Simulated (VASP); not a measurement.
# Si in VASP: a series of runs

The runs below take Si through single point, with PBE+D3(BJ).

Everything below comes from runs of VASP 6.6.1. Logs are shortened: lines on timing, memory, paths and dates and some standing lists are left out, and cuts for length are marked.

## Step 1: The cell of the first run

The cell holds a slab with vacuum, 4 atoms: a = 3.847 Å, b = 3.847 Å, c = 18.445 Å, α = 90.00°, β = 90.00°, γ = 120.00°.

## Step 2: Single point, PBE+D3(BJ) (layers slid over each other)

Input file INCAR:

```
SYSTEM = Si
PREC     = Accurate       ! precision mode
ENCUT    = 520            ! plane-wave cutoff, eV
EDIFF    = 1E-6           ! SCF threshold, eV
ISMEAR   = 0              ! smearing method
SIGMA    = 0.1            ! smearing width, eV
LREAL    = .FALSE.        ! projectors in reciprocal space
LASPH    = .TRUE.         ! aspherical terms in the spheres
NELM     = 100            ! most SCF steps
ALGO     = Normal         ! electronic algorithm
ISIF     = 2              ! what is computed and relaxed
LWAVE    = .FALSE.        ! write WAVECAR
LCHARG   = .FALSE.        ! write CHGCAR
LDIPOL   = .TRUE.       
IDIPOL   = 3            
DIPOL    = 0.5 0.5 0.385
GGA      = PE             ! functional
IVDW     = 12             ! dispersion correction
NBANDS   = 16             ! bands
```

Input file KPOINTS:

```
Automatic mesh
0
G
  9 9 1
  0 0 0
```

Input file POSCAR:

```
Si
1.0
    3.8472023583      0.0000000000      0.0000000000
   -1.9236011792      3.3317749758      0.0000000000
    0.0000000000      0.0000000000     18.4446971468
Si
4
Direct
    0.3333333333      0.6666666667      0.2695814702
    0.6666666667      0.3333333333      0.2439725610
    0.1666666667      1.3333333333      0.5256089091
    0.5000000000      1.0000000000      0.5000000000
```

Potentials or basis: VASP PAW PBE potentials, release 64 (Si).

Launch:

```
> cat potpaw_PBE.64/Si/POTCAR > POTCAR
> mpirun -np 1 vasp_std > vasp.out
```

OUTCAR:

```text
SYSTEM = Si
   PREC = Accurate
   ENCUT = 520
   EDIFF = 1E-6
   ISMEAR = 0
   LREAL = .FALSE.
   LASPH = .TRUE.
   NELM = 100
   ISIF = 2
   GGA = PE
   IVDW = 12
 IVDW          = 12

 ion  position               nearest neighbor table
   1  0.333  0.667  0.270-   2 2.27   2 2.27   2 2.27
   2  0.667  0.333  0.244-   1 2.27   1 2.27   1 2.27
   3  0.167  0.333  0.526-   4 2.27   4 2.27   4 2.27
   4  0.500  0.000  0.500-   3 2.27   3 2.27   3 2.27

  LATTYP: Found a hexagonal cell.
 ALAT       =     3.8472023583
 C/A-ratio  =     4.7943142650

  Lattice vectors:

 A1 = (   3.8472023583,   0.0000000000,   0.0000000000)
 A2 = (  -1.9236011792,   3.3317749758,   0.0000000000)
 A3 = (   0.0000000000,   0.0000000000,  18.4446971468)

Analysis of symmetry for initial positions (statically):
=====================================================================
 Subroutine PRICEL returns:
 Original cell was already a primitive cell.

 Routine SETGRP: Setting up the symmetry group for a
 hexagonal supercell.

 Subroutine GETGRP returns: Found  4 space group operations
 (whereof  2 operations were pure point group operations)
 out of a pool of 24 trial point group operations.

The static configuration has the point symmetry C_1h.
 The point group associated with its full space group is C_2h.

Analysis of symmetry for dynamics (positions and initial velocities):
=====================================================================
 Subroutine PRICEL returns:
 Original cell was already a primitive cell.

 Routine SETGRP: Setting up the symmetry group for a
 hexagonal supercell.

 Subroutine GETGRP returns: Found  4 space group operations
 (whereof  2 operations were pure point group operations)
 out of a pool of 24 trial point group operations.

The dynamic configuration has the point symmetry C_1h.
 The point group associated with its full space group is C_2h.

 Subroutine INISYM returns: Found  4 space group operations
 (whereof  2 operations are pure point group operations),
 and found     1 'primitive' translations

----------------------------------------------------------------------------------------

                                     Primitive cell

  volume of cell :     236.4244

  direct lattice vectors                    reciprocal lattice vectors
     3.847202358  0.000000000  0.000000000     0.259929140  0.150070159  0.000000000
[... 99 lines left out ...]
   PSTRESS=    0.0 pullay stress
   NELECT =      16.0000    total number of electrons
   NUPDOWN=      -1.0000    fix difference up-down
   EMIN   =  10.00;   EMAX   =-10.00  energy-range for DOS
   EFERMI =   0.00;   METHOD = LEGACY
   ISMEAR =     0;   SIGMA  =   0.10  broadening in eV -4-tet -1-fermi 0-gaus
   EFERMI_NEDOS =   21; number of points for ismear=-14 and -15
   IALGO  =     38    algorithm
   IMIX   =      4    mixing-type and parameters
     AMIX     =   0.40;   BMIX     =  1.00
     AMIX_MAG =   1.60;   BMIX_MAG =  1.00
  volume/ion in A,a.u.               =      59.11       398.87
  Fermi-wavevector in a.u.,A,eV,Ry     =   0.667141  1.260713  6.055636  0.445077
  Thomas-Fermi vector in A             =   1.741657
   LORBIT       =      0    0 simple, 1 ext, 2 COOP (PROOUT), +10 PAW based schemes
   GGA     = PE    functional components
   LHFCALC =     F    Hartree Fock is set to
   AEXX    =    0.0000 exact exchange contribution
   IVDW    =    12    specifies the selected vdW correction
   LEPSILON=     F    determine dielectric tensor
   LRPA    =     F    only Hartree local field effects (RPA)
 non-spin polarized calculation
 Gauss-broadening in eV      SIGMA  =   0.10
  energy-cutoff  :      520.00
  volume of cell :      236.42
 maximum number of plane-waves:      6399
 NGX is ok and might be reduce to    30
   NGX = 15   NGY = 15   NGZ = 69

 dipolmoment           0.000000      0.000000      0.000232 electrons x Angstroem

 number of electron      16.0000001 magnetization

 dipolmoment           0.000000      0.000000     -0.000002 electrons x Angstroem

 Free energy of the ion-electron system (eV)
  ---------------------------------------------------
  ext. energy  EPLUGINS =         0.00000000
  ---------------------------------------------------
  free energy    TOTEN  =       -19.15927710 eV

  energy without entropy =      -19.15860035  energy(sigma->0) =      -19.15893873

 E-fermi :  -1.0005     XC(G=0):  -4.2622

 val. band max:       -1.1194822959   @ k =   0.3333   0.3333   0.0000
 cond. band min:      -0.8815610411   @ k =   0.3333   0.3333   0.0000
 fundamental gap:      0.2379212549
 Fermi energy:        -1.0005215870

 k-point     1 :       0.0000    0.0000    0.0000
  band No.  band energies     occupation
      1     -12.1286      2.00000
      2     -12.0700      2.00000
      3      -4.5076      2.00000
      4      -3.8912      2.00000
      5      -2.1859      2.00000
      6      -2.1832      2.00000
[... 433 lines left out ...]
      3      -8.0669      2.00000
      4      -8.0483      2.00000
      5      -5.0644      2.00000
      6      -5.0296      2.00000
[... 8 lines left out ...]
     15       4.6637      0.00000
     16       5.1292      0.00000

 [... further k-points ...]

------------------------ aborting loop because EDIFF is reached ----------------------------------------

 vacuum level on the upper side and lower side of the slab       (xc-potential included)        -0.130        -0.132

 Edisp (eV)   -0.92877

 E8    (eV) :    -0.3933

  FORCE on cell =-STRESS in cart. coord.  units (eV):
  Direction    XX          YY          ZZ          XY          YZ          ZX
  --------------------------------------------------------------------------------------
  -------------------------------------------------------------------------------------
  Total      -0.12279    -0.10957    -0.76860     0.00000    -0.11014     0.00000
  in kB      -0.83211    -0.74256    -5.20857     0.00000    -0.74637     0.00000
  external pressure =       -2.26 kB  Pullay stress =        0.00 kB

 VOLUME and BASIS-vectors are now :
 -----------------------------------------------------------------------------
  energy-cutoff  :      520.00
  volume of cell :      236.42
      direct lattice vectors                 reciprocal lattice vectors
     3.847202358  0.000000000  0.000000000     0.259929140  0.150070159  0.000000000
    -1.923601179  3.331774976  0.000000000     0.000000000  0.300140318  0.000000000
     0.000000000  0.000000000 18.444697147     0.000000000  0.000000000  0.054216125

 POSITION                                       TOTAL-FORCE (eV/Angst)
 -----------------------------------------------------------------------------------
     -0.00000      2.22118      4.97235        -0.000000      0.017752      0.125239
      1.92360      1.11059      4.50000        -0.000000      0.006665      0.040828
      0.00000      1.11059      9.69470         0.000000     -0.006665     -0.040828
      1.92360      0.00000      9.22235         0.000000     -0.017752     -0.125239
 -----------------------------------------------------------------------------------
    total drift:                                0.000000      0.000000     -0.000024

  FREE ENERGIE OF THE ION-ELECTRON SYSTEM (eV)
  ---------------------------------------------------
  free  energy   TOTEN  =       -20.0880467202 eV

  energy  without entropy=      -20.0873699625  energy(sigma->0) =      -20.08770834

 vacuum level on the upper side and lower side of the slab         3.513         3.515
```

OSZICAR:

```text
N       E                     dE             d eps       ncg     rms          rms(c)
DAV:   1     0.582410818757E+02    0.58241E+02   -0.47911E+03   800   0.706E+02
DAV:   2    -0.148357724445E+02   -0.73077E+02   -0.65045E+02  1136   0.118E+02
DAV:   3    -0.196404489053E+02   -0.48047E+01   -0.47438E+01  1136   0.311E+01
[... 14 lines left out ...]
DAV:  18    -0.191592392111E+02   -0.96998E-04   -0.66590E-06   912   0.102E-02    0.641E-03
DAV:  19    -0.191592710052E+02   -0.31794E-04   -0.21937E-06   992   0.548E-03    0.109E-02
DAV:  20    -0.191592748980E+02   -0.38928E-05   -0.43968E-07   864   0.334E-03    0.127E-03
DAV:  21    -0.191592768203E+02   -0.19224E-05   -0.16866E-07   760   0.190E-03    0.959E-04
DAV:  22    -0.191592771039E+02   -0.28354E-06   -0.24196E-08   896   0.905E-04
   1 F= -.20088047E+02 E0= -.20087708E+02  d E =-.676758E-03
```

Wall time 4.1 min (1 thread of Intel Xeon Platinum 8375C at 2.90GHz (Ice Lake), shared host); peak memory 0.36 GiB.

Results:

```yaml
Free_energy: -20.0880 eV
Largest_force: 0.126 eV/Å
Band_gap_on_the_k_mesh: 0.24 eV
Dispersion_energy_per_atom: -0.232 eV
```

Forces on the atoms (eV/Å):
```
Si   0.000  0.018  0.125
Si   0.000  0.007  0.041
Si   0.000 -0.007 -0.041
Si   0.000 -0.018 -0.125
```

Caveat: the cell differs from its parent crystal (layers slid over each other).

## Step 3: Single point, PBE+D3(BJ) (layers slid over each other)

Input file INCAR:

```
SYSTEM = Si
ALGO = Normal ; DIPOL = 0.5 0.5 0.385
EDIFF = 1E-6 ; ENCUT = 520
GGA = PE ; IDIPOL = 3
ISIF = 2 ; ISMEAR = 0
IVDW = 12 ; LASPH = .True.
LCHARG = .False. ; LDIPOL = .True.
LREAL = .False. ; LWAVE = .False.
NBANDS = 16 ; NELM = 80
PREC = Accurate ; SIGMA = 0.1
```

Input file KPOINTS:

```
k-points
0
Gamma
  9 9 1
  0 0 0
```

Edit POSCAR of step 2 so:

```diff
@@ -10,3 +10,3 @@
     0.6666666667      0.3333333333      0.2439725610
-    0.1666666667      1.3333333333      0.5256089091
-    0.5000000000      1.0000000000      0.5000000000
+    0.3333333333      1.1666666667      0.5256089091
+    0.6666666667      0.8333333333      0.5000000000
```

Potentials or basis: VASP PAW PBE potentials, release 64 (Si).

Launch:

```
> cat potpaw_PBE.64/Si/POTCAR > POTCAR
> mpirun -np 1 vasp_std > vasp.out
```

Run time: 4.3 min. Hardware: 1 thread of Intel Xeon Platinum 8375C at 2.90GHz (Ice Lake), shared host; peak memory 0.37 GiB.

The run converged. Its results:

| Quantity | Value |
| --- | --- |
| Free energy | -20.0897 eV |
| Largest force | 0.130 eV/Å |
| Band gap on the k mesh | 0.13 eV |
| Dispersion energy per atom | -0.232 eV |

Forces in eV/Å, atoms in the order of the input:
```
Si   0.018  0.010  0.129
Si   0.000  0.000  0.044
Si   0.000  0.000 -0.044
Si  -0.018 -0.010 -0.129
```

Levels at points of the mesh, in eV from the valence-band top:
```
           k point  band 4  band 5  band 6  band 7  band 8  band 9  band 10  band 11  band 12  band 13
(0.00, 0.00, 0.00)   -2.82   -1.12   -1.12   -1.11   -1.10    2.12     2.15     2.25     3.10     3.11
```

Caveat: the cell differs from its parent crystal (layers slid over each other).
